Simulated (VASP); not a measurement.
# Te2Mo in VASP: further runs, part 2 of 2

VASP 6.6.1.

### Step 4. Single point, PBEsol (atom 1 (Te) moved by +0.000 Å along x and -0.680 Å along [0 0 1])

INCAR reads:

```
SYSTEM = Te2Mo
  ALGO = Normal
  EDIFF = 1E-7
  ENCUT = 520
  GGA = PS
  ISIF = 2
  ISMEAR = 0
  LASPH = .True.
  LCHARG = .False.
  LREAL = .False.
  LWAVE = .False.
  NBANDS = 64
  NELM = 60
  PREC = Accurate
  SIGMA = 0.05
```

KPOINTS reads:

```
k-points
0
Gamma
  9 9 1
  0 0 0
```

POSCAR reads:

```
Te2Mo
1.0
    3.4932091909      0.0000000000      0.0000000000
   -1.7466045954      3.0252079000      0.0000000000
    0.0000000000      0.0000000000     37.5161156315
Te Mo
8 4
Direct
    0.3333333333      0.6666666667      0.8403169803
    0.3333333333      0.6666666667      0.2318351738
    0.6666666667      0.3333333333      0.6719958813
    0.6666666667      0.3333333333      0.0453069351
    0.6666666667      0.3333333333      0.7681648262
    0.6666666667      0.3333333333      0.1415574758
    0.3333333333      0.6666666667      0.9546930649
    0.3333333333      0.6666666667      0.3280041187
    0.3333333333      0.6666666667      0.7200184287
    0.3333333333      0.6666666667      0.0934314856
    0.6666666667      0.3333333333      0.9065685144
    0.6666666667      0.3333333333      0.2799815713
```

Potentials or basis: VASP PAW PBE potentials, release 64 (Te, Mo_sv).

Command:

```bash
$ cat potpaw_PBE.64/Te/POTCAR potpaw_PBE.64/Mo_sv/POTCAR > POTCAR
$ mpirun -np 1 vasp_std > vasp.out
```

OUTCAR:

```text
SYSTEM = Te2Mo
   EDIFF = 1E-7
   ENCUT = 520
   GGA = PS
   ISIF = 2
   ISMEAR = 0
   LASPH = .True.
   LREAL = .False.
   NELM = 60
   PREC = Accurate

 ion  position               nearest neighbor table
   1  0.333  0.667  0.840-  11 3.20  11 3.20  11 3.20   5 3.38   5 3.38   5 3.38
   2  0.333  0.667  0.232-  12 2.71  12 2.71  12 2.71   8 3.61
   3  0.667  0.333  0.672-   9 2.70   9 2.70   9 2.70   5 3.61
   4  0.667  0.333  0.045-  10 2.71  10 2.71  10 2.71   6 3.61
   5  0.667  0.333  0.768-   9 2.71   9 2.71   9 2.71   1 3.38   1 3.38   1 3.38   3 3.61
[... 1022 lines left out ...]
 -----------------------------------------------------------------------------
  energy-cutoff  :      520.00
  volume of cell :      396.46
      direct lattice vectors                 reciprocal lattice vectors
     3.493209191  0.000000000  0.000000000     0.286269715  0.165277897  0.000000000
    -1.746604595  3.025207900  0.000000000     0.000000000  0.330555794  0.000000000
     0.000000000  0.000000000 37.516115631     0.000000000  0.000000000  0.026655212

 POSITION                                       TOTAL-FORCE (eV/Angst)
 -----------------------------------------------------------------------------------
     -0.00000      2.01681     31.52543         0.000000      0.000000      3.307205
     -0.00000      2.01681      8.69756         0.000000      0.000000     -0.036115
      1.74660      1.00840     25.21068         0.000000      0.000000     -0.030919
      1.74660      1.00840      1.69974         0.000000      0.000000     -0.031246
      1.74660      1.00840     28.81856         0.000000      0.000000     -0.320586
      1.74660      1.00840      5.31069         0.000000      0.000000      0.029522
     -0.00000      2.01681     35.81638        -0.000000      0.000000     -0.705526
     -0.00000      2.01681     12.30544         0.000000     -0.000000      0.030349
     -0.00000      2.01681     27.01229         0.000000     -0.000000     -0.090013
     -0.00000      2.01681      3.50519         0.000000      0.000000      0.014842
      1.74660      1.00840     34.01093        -0.000000      0.000000     -2.172580
      1.74660      1.00840     10.50382        -0.000000      0.000000      0.005069
 -----------------------------------------------------------------------------------
    total drift:                                0.000000     -0.000000      0.000171

  FREE ENERGIE OF THE ION-ELECTRON SYSTEM (eV)
  ---------------------------------------------------
  free  energy   TOTEN  =       -77.1226076280 eV

  energy  without entropy=      -77.1193029106  energy(sigma->0) =      -77.12095527
```

OSZICAR:

```text
N       E                     dE             d eps       ncg     rms          rms(c)
DAV:   1     0.829782216697E+03    0.82978E+03   -0.52914E+04  1856   0.141E+03
DAV:   2    -0.177254646630E+02   -0.84751E+03   -0.82609E+03  1864   0.324E+02
DAV:   3    -0.771338271810E+02   -0.59408E+02   -0.57555E+02  1896   0.716E+01
[... 46 lines left out ...]
DAV:  50    -0.771226075833E+02    0.19165E-05   -0.22417E-06  1904   0.108E-02    0.274E-02
DAV:  51    -0.771226055356E+02    0.20477E-05   -0.13841E-05  2080   0.255E-02    0.283E-02
DAV:  52    -0.771226071340E+02   -0.15984E-05   -0.48652E-06  1544   0.477E-03    0.237E-02
DAV:  53    -0.771226075792E+02   -0.44522E-06   -0.22609E-07  1560   0.126E-03    0.212E-02
DAV:  54    -0.771226076280E+02   -0.48847E-07   -0.19790E-08   952   0.526E-04
   1 F= -.77122608E+02 E0= -.77120955E+02  d E =-.330472E-02
```

stdout:

```text
POSCAR found type information on POSCAR TeMo
 POSCAR found :  2 types and      12 ions
 scaLAPACK will be used
 -----------------------------------------------------------------------------
|                                                                             |
|                                                                             |
|     You enforced a specific xc type in the INCAR file but a different       |
|     I HOPE YOU KNOW WHAT YOU ARE DOING!                                     |
|                                                                             |
 -----------------------------------------------------------------------------

 LDA part: xc-table for (Slater+PW92), standard interpolation
 POSCAR, INCAR and KPOINTS ok, starting setup
 FFT: planning ... GRIDC
 FFT: planning ... GRID_SOFT
 FFT: planning ... GRID
 WAVECAR not read
 entering main loop
```

It took 18 min on 1 thread of AMD EPYC 9R14 (Zen 4), shared host; peak memory 0.57 GiB.

Results:

| Property | Result |
| --- | --- |
| Free energy | -77.1226 eV |
| Largest force | 3.307 eV/Å |
| Band gap on the k mesh | 0.08 eV, indirect (least direct gap 0.45 eV) |

Forces in eV/Å, atoms in the order of the input:
```
Te   0.000  0.000  3.307
Te   0.000  0.000 -0.036
Te   0.000  0.000 -0.031
Te   0.000  0.000 -0.031
Te   0.000  0.000 -0.321
Te   0.000  0.000  0.030
Te   0.000  0.000 -0.706
Te   0.000  0.000  0.030
Mo   0.000  0.000 -0.090
Mo   0.000  0.000  0.015
Mo   0.000  0.000 -2.173
Mo   0.000  0.000  0.005
```

Caveat: the cell differs from its parent crystal (atom 1 (Te) moved by +0.000 Å along x and -0.680 Å along [0 0 1]); the PAW data sets were made with another functional, which shifts forces and pressure a little; spin-orbit coupling is left out, which moves the levels of the heavy elements.

### Step 5. Single point, PBEsol (atom 1 (Te) moved by +0.000 Å along x and -0.340 Å along [0 0 1])

INCAR reads:

```
ALGO = Normal
EDIFF = 1E-6
ENCUT = 520
GGA = PS
ISIF = 2
ISMEAR = 0
LASPH = T
LCHARG = T
LELF = T
LREAL = F
LVHAR = T
LWAVE = F
NBANDS = 64
NELM = 80
PREC = Accurate
SIGMA = 0.05
```

KPOINTS reads:

```
k-points
0
Gamma
  9 9 1
```

POSCAR, as its differences from that of step 4:

```diff
@@ -8,3 +8,3 @@
 Direct
-    0.3333333333      0.6666666667      0.8403169803
+    0.3333333333      0.6666666667      0.8493797523
     0.3333333333      0.6666666667      0.2318351738
```

Command:

```bash
$ cat potpaw_PBE.64/Te/POTCAR potpaw_PBE.64/Mo_sv/POTCAR > POTCAR
$ mpirun -np 1 vasp_std > vasp.out
```

It took 7.4 min on 1 thread of Intel Xeon 6975P-C (Granite Rapids), shared host; peak memory 0.64 GiB.

Results (log left out):

```yaml
Free_energy: -78.1796 eV
Largest_force: 2.668 eV/Å
Band_gap_on_the_k_mesh: 0.60 eV, indirect (least direct gap 0.94 eV)
```

Forces in eV/Å, atoms in the order of the input:
```
Te   0.000  0.000  2.668
Te   0.000  0.000 -0.037
Te   0.000  0.000 -0.033
Te   0.000  0.000 -0.035
Te   0.000  0.000 -0.069
Te   0.000  0.000  0.029
Te   0.000  0.000 -0.399
Te   0.000  0.000  0.030
Mo   0.000  0.000 -0.028
Mo   0.000  0.000  0.010
Mo   0.000  0.000 -2.143
Mo   0.000  0.000  0.006
```

Levels at points of the mesh, in eV from the valence-band top:
```tsv
k point	band 50	band 51	band 52	band 53	band 54	band 55
(0.00, 0.00, 0.00)	-0.27	-0.15	-0.01	2.66	2.66	2.94
```

Caveat: the cell differs from its parent crystal (atom 1 (Te) moved by +0.000 Å along x and -0.340 Å along [0 0 1]); the PAW data sets were made with another functional, which shifts forces and pressure a little; spin-orbit coupling is left out, which moves the levels of the heavy elements.
